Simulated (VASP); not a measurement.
# LiB3Pt (Pm-3m) in VASP: notebook

LiB3Pt is run at these levels: PBE; tasks: single point, relaxation of cell and atoms.

All numbers are computed with VASP 6.6.1; they aren't measurements. Logs are shortened: lines on timing, memory, paths and dates and some standing lists are left out, and cuts for length are marked.

**1. The cell of the first run**

The structure is cubic, space group Pm-3m (No. 221). The conventional cell has a = 4.141 Å, b = 4.141 Å, c = 4.141 Å, α = 90.00°, β = 90.00°, γ = 90.00°. Within 3.9 Å of Li (site symmetry m-3m) lie 12 B at 2.93 Å and 8 Pt at 3.59 Å. Within 2.7 Å of B (site symmetry 4/mmm) lie 2 Pt at 2.07 Å. Within 2.7 Å of Pt (site symmetry m-3m) lie 6 B at 2.07 Å.

**2. Single point, PBE**

INCAR

```
SYSTEM = LiB3Pt
PREC     = Accurate       ! precision mode
ENCUT    = 520            ! plane-wave cutoff, eV
EDIFF    = 1E-7           ! SCF threshold, eV
ISMEAR   = 0              ! smearing method
SIGMA    = 0.1            ! smearing width, eV
LREAL    = .FALSE.        ! projectors in reciprocal space
LASPH    = .TRUE.         ! aspherical terms in the spheres
NELM     = 80             ! most SCF steps
ALGO     = Normal         ! electronic algorithm
ISIF     = 2              ! what is computed and relaxed
LWAVE    = .FALSE.        ! write WAVECAR
LCHARG   = .FALSE.        ! write CHGCAR
GGA      = PE             ! functional
NBANDS   = 19             ! bands
```

KPOINTS

```
Automatic mesh
0
G
  10 10 10
  0 0 0
```

POSCAR

```
LiB3Pt
1.0
    4.1410249804      0.0000000000      0.0000000000
    0.0000000000      4.1410249804      0.0000000000
    0.0000000000      0.0000000000      4.1410249804
Li B Pt
1 3 1
Direct
    0.5000000000      0.5000000000      0.5000000000
    0.5000000000      0.0000000000      0.0000000000
    0.0000000000      0.5000000000      0.0000000000
    0.0000000000      0.0000000000      0.5000000000
    0.0000000000      0.0000000000      0.0000000000
```

Potentials or basis: VASP PAW PBE potentials, release 64 (Li_sv, B, Pt).

The run is started by

```bash
$ cat potpaw_PBE.64/Li_sv/POTCAR potpaw_PBE.64/B/POTCAR potpaw_PBE.64/Pt/POTCAR > POTCAR
$ mpirun -np 1 vasp_std > vasp.out
```

OUTCAR:

```text
SYSTEM = LiB3Pt
   PREC = Accurate
   ENCUT = 520
   EDIFF = 1E-7
   ISMEAR = 0
   LREAL = .FALSE.
   LASPH = .TRUE.
   NELM = 80
   ISIF = 2
   GGA = PE

 ion  position               nearest neighbor table
   1  0.500  0.500  0.500-
   2  0.500  0.000  0.000-   5 2.07   5 2.07
   3  0.000  0.500  0.000-   5 2.07   5 2.07
   4  0.000  0.000  0.500-   5 2.07   5 2.07
   5  0.000  0.000  0.000-   2 2.07   3 2.07   4 2.07   4 2.07   3 2.07   2 2.07

  LATTYP: Found a simple cubic cell.
 ALAT       =     4.1410249804

  Lattice vectors:

 A1 = (   4.1410249804,   0.0000000000,   0.0000000000)
 A2 = (   0.0000000000,   4.1410249804,   0.0000000000)
 A3 = (   0.0000000000,   0.0000000000,   4.1410249804)

Analysis of symmetry for initial positions (statically):
=====================================================================
 Subroutine PRICEL returns:
 Original cell was already a primitive cell.

 Routine SETGRP: Setting up the symmetry group for a
 simple cubic supercell.

 Subroutine GETGRP returns: Found 48 space group operations
 (whereof 48 operations were pure point group operations)
 out of a pool of 48 trial point group operations.

The static configuration has the point symmetry O_h .

Analysis of symmetry for dynamics (positions and initial velocities):
=====================================================================
 Subroutine PRICEL returns:
 Original cell was already a primitive cell.

 Routine SETGRP: Setting up the symmetry group for a
 simple cubic supercell.

 Subroutine GETGRP returns: Found 48 space group operations
 (whereof 48 operations were pure point group operations)
 out of a pool of 48 trial point group operations.

The dynamic configuration has the point symmetry O_h .

 Subroutine INISYM returns: Found 48 space group operations
 (whereof 48 operations are pure point group operations),
 and found     1 'primitive' translations

----------------------------------------------------------------------------------------

                                     Primitive cell

  volume of cell :      71.0107

  direct lattice vectors                    reciprocal lattice vectors
     4.141024980  0.000000000  0.000000000     0.241486107  0.000000000  0.000000000
     0.000000000  4.141024980  0.000000000     0.000000000  0.241486107  0.000000000
     0.000000000  0.000000000  4.141024980     0.000000000  0.000000000  0.241486107

  length of vectors
     4.141024980  4.141024980  4.141024980     0.241486107  0.241486107  0.241486107

  position of ions in fractional coordinates (direct lattice)
     0.500000000  0.500000000  0.500000000
     0.500000000  0.000000000  0.000000000
     0.000000000  0.500000000  0.000000000
     0.000000000  0.000000000  0.500000000
     0.000000000  0.000000000  0.000000000

  ion indices of the primitive-cell ions
   primitive index   ion index
                 1           1
                 2           2
                 3           3
                 4           4
                 5           5

----------------------------------------------------------------------------------------

 KPOINTS: Automatic mesh

Automatic generation of k-mesh.
 Grid dimensions read from file:
 generate k-points for:   10   10   10

 Generating k-lattice:

  Cartesian coordinates                     Fractional coordinates (reciprocal lattice)
     0.024148611  0.000000000  0.000000000     0.100000000  0.000000000  0.000000000
     0.000000000  0.024148611  0.000000000     0.000000000  0.100000000  0.000000000
     0.000000000  0.000000000  0.024148611     0.000000000  0.000000000  0.100000000

  Length of vectors
     0.024148611  0.024148611  0.024148611

  Shift w.r.t. Gamma in fractional coordinates (k-lattice)
     0.000000000  0.000000000  0.000000000

 Subroutine IBZKPT returns following result:
 ===========================================

 Found     56 irreducible k-points:

 Following reciprocal coordinates:
            Coordinates               Weight
  0.000000  0.000000  0.000000      1.000000
  0.100000  0.000000  0.000000      6.000000
  0.200000  0.000000  0.000000      6.000000
  0.300000  0.000000  0.000000      6.000000
  0.400000  0.000000  0.000000      6.000000
  0.500000  0.000000  0.000000      3.000000
[... 16 lines left out ...]
  0.200000  0.100000  0.100000     24.000000
  0.300000  0.100000  0.100000     24.000000
 [... further k-points ...]
   k-points           NKPTS =     56   k-points in BZ     NKDIM =     56   number of bands    NBANDS=     19
   number of dos      NEDOS =    301   number of ions     NIONS =      5
   total plane-waves  NPLWV =  32768
   dimension x,y,z NGX =    32 NGY =   32 NGZ =   32
   dimension x,y,z NGXF=    64 NGYF=   64 NGZF=   64
   ions per type =               1   3   1
   NGX,Y,Z   is equivalent  to a cutoff of  12.85, 12.85, 12.85 a.u.
   NGXF,Y,Z  is equivalent  to a cutoff of  25.69, 25.69, 25.69 a.u.
 SYSTEM =  LiB3Pt
   PREC   = accura    normal or accurate (medium, high low for compatibility)
   ISTART =      0    job   : 0-new  1-cont  2-samecut
   ICHARG =      2    charge: 1-file 2-atom 10-const
   ISPIN  =      1    spin polarized calculation?
   LNONCOLLINEAR =      F non collinear calculations
   LSORBIT =      F    spin-orbit coupling
   LASPH  =      T    aspherical Exc in radial PAW
   ENCUT  =  520.0 eV  38.22 Ry    6.18 a.u.   7.70  7.70  7.70*2*pi/ulx,y,z
   NELM   =     80;   NELMIN=  2; NELMDL= -5     # of ELM steps
   EDIFF  = 0.1E-06   stopping-criterion for ELM
   LREAL  =      F    real-space projection
   EDIFFG = 0.1E-05   stopping-criterion for IOM
   NSW    =      0    number of steps for IOM
   IBRION =     -1    ionic relax: 0-MD 1-quasi-New 2-CG
   NFREE  =      0    steps in history (QN), initial steepest desc. (CG)
   ISIF   =      2    stress and relaxation
   ISYM   =      2    0-nonsym 1-usesym 2-fastsym
   POTIM  = 0.5000    time-step for ionic-motion
   TEBEG  =    0.0;   TEEND  =   0.0 temperature during run
   PSTRESS=    0.0 pullay stress
   NELECT =      22.0000    total number of electrons
   NUPDOWN=      -1.0000    fix difference up-down
   EMIN   =  10.00;   EMAX   =-10.00  energy-range for DOS
   EFERMI =   0.00;   METHOD = LEGACY
   ISMEAR =     0;   SIGMA  =   0.10  broadening in eV -4-tet -1-fermi 0-gaus
   EFERMI_NEDOS =   21; number of points for ismear=-14 and -15
   IALGO  =     38    algorithm
   IMIX   =      4    mixing-type and parameters
     AMIX     =   0.40;   BMIX     =  1.00
     AMIX_MAG =   1.60;   BMIX_MAG =  1.00
  volume/ion in A,a.u.               =      14.20        95.84
  Fermi-wavevector in a.u.,A,eV,Ry     =   1.107749  2.093341 16.695804  1.227107
  Thomas-Fermi vector in A             =   2.244267
   LORBIT       =      0    0 simple, 1 ext, 2 COOP (PROOUT), +10 PAW based schemes
   GGA     = PE    functional components
   LHFCALC =     F    Hartree Fock is set to
   AEXX    =    0.0000 exact exchange contribution
   IVDW    =     0    specifies the selected vdW correction
   LEPSILON=     F    determine dielectric tensor
   LRPA    =     F    only Hartree local field effects (RPA)
 non-spin polarized calculation
 Gauss-broadening in eV      SIGMA  =   0.10
  energy-cutoff  :      520.00
  volume of cell :       71.01
 maximum number of plane-waves:      1936
 NGX is ok and might be reduce to    32
   NGX = 15   NGY = 15   NGZ = 15

 number of electron      21.9999995 magnetization

 Free energy of the ion-electron system (eV)
  ---------------------------------------------------
  ext. energy  EPLUGINS =         0.00000000
  ---------------------------------------------------
  free energy    TOTEN  =       -23.01351354 eV

  energy without entropy =      -22.98234698  energy(sigma->0) =      -22.99793026

 E-fermi :   4.9795     XC(G=0):  -9.7831

 val. band max:        4.9760073344   @ k =   0.5000   0.5000   0.2000
 cond. band min:       4.9818859480   @ k =   0.5000   0.2000   0.1000
 fundamental gap:      0.0058786136
 Fermi energy:         4.9794588789

 k-point     1 :       0.0000    0.0000    0.0000
  band No.  band energies     occupation
      1     -42.4476      2.00000
      2      -6.5899      2.00000
      3      -3.9367      2.00000
      4      -3.9367      2.00000
      5      -0.2020      2.00000
      6      -0.2020      2.00000
[... 11 lines left out ...]
     18       7.0803      0.00000
     19       7.6135      0.00000

 k-point     2 :       0.1000    0.0000    0.0000
  band No.  band energies     occupation
      1     -42.4475      2.00000
      2      -6.5223      2.00000
      3      -3.9277      2.00000
      4      -3.9138      2.00000
      5      -0.3126      2.00000
      6      -0.3126      2.00000
[... 11 lines left out ...]
     18       7.3594      0.00000
     19       7.9457      0.00000

 k-point     3 :       0.2000    0.0000    0.0000
  band No.  band energies     occupation
      1     -42.4475      2.00000
      2      -6.3328      2.00000
      3      -3.9038      2.00000
      4      -3.8377      2.00000
      5      -0.5483      2.00000
      6      -0.5483      2.00000
[... 11 lines left out ...]
     18       7.5698      0.00000
     19       9.0911      0.00000

 k-point     4 :       0.3000    0.0000    0.0000
  band No.  band energies     occupation
      1     -42.4475      2.00000
      2      -6.0675      2.00000
      3      -3.8738      2.00000
      4      -3.6798      2.00000
      5      -1.0023      2.00000
      6      -0.7787      2.00000
[... 407 lines left out ...]
     18       7.8957      0.00000
     19       8.2829      0.00000

 k-point    23 :       0.2000    0.1000    0.1000
  band No.  band energies     occupation
      1     -42.4475      2.00000
      2      -6.1912      2.00000
      3      -3.8614      2.00000
      4      -3.8088      2.00000
      5      -0.7423      2.00000
      6      -0.6507      2.00000
[... 11 lines left out ...]
     18       8.3237      0.00000
     19       9.2976      0.00000

 k-point    24 :       0.3000    0.1000    0.1000
  band No.  band energies     occupation
      1     -42.4474      2.00000
      2      -5.9191      2.00000
      3      -3.8283      2.00000
      4      -3.6471      2.00000
      5      -1.1773      2.00000
      6      -0.8908      2.00000
[... 11 lines left out ...]
     18       8.4624      0.00000
     19      10.7035      0.00000

 [... further k-points ...]

------------------------ aborting loop because EDIFF is reached ----------------------------------------

  FORCE on cell =-STRESS in cart. coord.  units (eV):
  Direction    XX          YY          ZZ          XY          YZ          ZX
  --------------------------------------------------------------------------------------
  -------------------------------------------------------------------------------------
  Total       -0.0795809     -0.0795809     -0.0795809     -0.0000000      0.0000000     -0.0000000
  in kB       -1.7955443     -1.7955443     -1.7955443     -0.0000000      0.0000000     -0.0000000
  external PRESSURE =      -1.7955443 kB  Pullay stress =       0.0000000 kB

 VOLUME and BASIS-vectors are now :
 -----------------------------------------------------------------------------
  energy-cutoff  :      520.00
  volume of cell :       71.01
      direct lattice vectors                 reciprocal lattice vectors
     4.141024980  0.000000000  0.000000000     0.241486107  0.000000000  0.000000000
     0.000000000  4.141024980  0.000000000     0.000000000  0.241486107  0.000000000
     0.000000000  0.000000000  4.141024980     0.000000000  0.000000000  0.241486107

 POSITION                                       TOTAL-FORCE (eV/Angst)
 -----------------------------------------------------------------------------------
      2.07051      2.07051      2.07051         0.000000      0.000000      0.000000
      2.07051      0.00000      0.00000         0.000000      0.000000      0.000000
      0.00000      2.07051      0.00000         0.000000      0.000000      0.000000
      0.00000      0.00000      2.07051         0.000000      0.000000      0.000000
      0.00000      0.00000      0.00000         0.000000      0.000000      0.000000
 -----------------------------------------------------------------------------------
    total drift:                                0.000000      0.000000     -0.000000

  FREE ENERGIE OF THE ION-ELECTRON SYSTEM (eV)
  ---------------------------------------------------
  free  energy   TOTEN  =       -23.0135135387 eV

  energy  without entropy=      -22.9823469833  energy(sigma->0) =      -22.99793026
```

Wall time 43 s (1 thread of Intel Xeon Platinum 8488C (Sapphire Rapids), shared host); peak memory 0.22 GiB.

What came out:

| Quantity | Value |
| --- | --- |
| Free energy | -23.0135 eV |
| Band gap on the k mesh | zero (band 11 reaches 6.12 eV, above the bottom of band 12 at 4.66 eV) |

Levels at points of the mesh, in eV from the Fermi level:
```csv
k point,band 9,band 10,band 11,band 12,band 13,band 14
"(0.00, 0.00, 0.00)",-3.50,-3.50,1.15,1.15,1.24,1.24
"(0.50, 0.00, 0.00)",-2.47,-2.47,-0.11,0.04,1.72,1.72
"(0.50, 0.50, 0.00)",-5.90,-1.27,-0.48,0.09,0.09,2.20
"(0.50, 0.50, 0.50)",-6.61,-6.61,-0.32,-0.32,-0.32,2.62
```

Caveat: the cutoff is under 1.25 times the usual one of these potentials, so pressure, stress and relaxed cells hold a basis-set (Pulay) error; spin-orbit coupling is left out, which moves the levels of the heavy elements.

**3. Relaxation of cell and atoms, PBE**

INCAR

```
SYSTEM = LiB3Pt
PREC     = Accurate       ! precision mode
ENCUT    = 600            ! plane-wave cutoff, eV
EDIFF    = 1E-7           ! SCF threshold, eV
ISMEAR   = 0              ! smearing method
SIGMA    = 0.1            ! smearing width, eV
LREAL    = .FALSE.        ! projectors in reciprocal space
LASPH    = .TRUE.         ! aspherical terms in the spheres
NELM     = 80             ! most SCF steps
ALGO     = Normal         ! electronic algorithm
ISIF     = 3              ! what is computed and relaxed
LWAVE    = .FALSE.        ! write WAVECAR
LCHARG   = .FALSE.        ! write CHGCAR
GGA      = PE             ! functional
IBRION   = 2              ! ionic algorithm
NSW      = 100            ! ionic steps
EDIFFG   = -0.01          ! ionic threshold
```

KPOINTS

```
regular mesh
0
G
  10 10 10
  0 0 0
```

POSCAR is that of step 2.

Potentials or basis: VASP PAW PBE potentials, release 64 (Li_sv, B, Pt).

The run is started by

```bash
$ cat potpaw_PBE.64/Li_sv/POTCAR potpaw_PBE.64/B/POTCAR potpaw_PBE.64/Pt/POTCAR > POTCAR
$ mpirun -np 1 vasp_std > vasp.out
```

It took 93 s on 1 thread of Intel Xeon Platinum 8488C (Sapphire Rapids), shared host; peak memory 0.27 GiB.

It converged, with:

| Quantity | Value |
| --- | --- |
| Free energy | -23.0141 eV |
| Relaxed volume | 14.17 Å³/atom |
| Relaxed cell | a = 4.138 Å, b = 4.138 Å, c = 4.138 Å, α = 90.00°, β = 90.00°, γ = 90.00° |
| Space group after relaxing (to 0.05 Å) | Pm-3m (No. 221) |
| Energy gained by relaxing | 0.0 meV/atom |
| Ionic steps | 2 |
| Pressure after relaxing | 0.1 GPa |
| Band gap on the k mesh | zero (band 11 reaches 6.15 eV, above the bottom of band 12 at 4.68 eV) |

Final structure:
```
Li B Pt
1.0
     4.13808    0.00000    0.00000
     0.00000    4.13808    0.00000
     0.00000    0.00000    4.13808
Li B Pt
1 3 1
Direct
  0.50000 0.50000 0.50000
  0.50000 0.00000 0.00000
  0.00000 0.50000 0.00000
  0.00000 0.00000 0.50000
  0.00000 0.00000 0.00000
```

Levels at points of the mesh, in eV from the Fermi level:
```
           k point  band 8  band 9  band 10  band 11  band 12  band 13  band 14  band 15
(0.00, 0.00, 0.00)   -3.50   -3.50    -3.50     1.15     1.15     1.24     1.24     1.24
(0.50, 0.00, 0.00)   -5.17   -2.48    -2.48    -0.12     0.04     1.72     1.72     1.75
(0.50, 0.50, 0.00)   -5.91   -5.91    -1.27    -0.48     0.09     0.09     2.20     2.20
(0.50, 0.50, 0.50)   -6.61   -6.61    -6.61    -0.32    -0.32    -0.32     2.62     3.75
```

Caveat: the cutoff is under 1.25 times the usual one of these potentials, so pressure, stress and relaxed cells hold a basis-set (Pulay) error; spin-orbit coupling is left out, which moves the levels of the heavy elements.
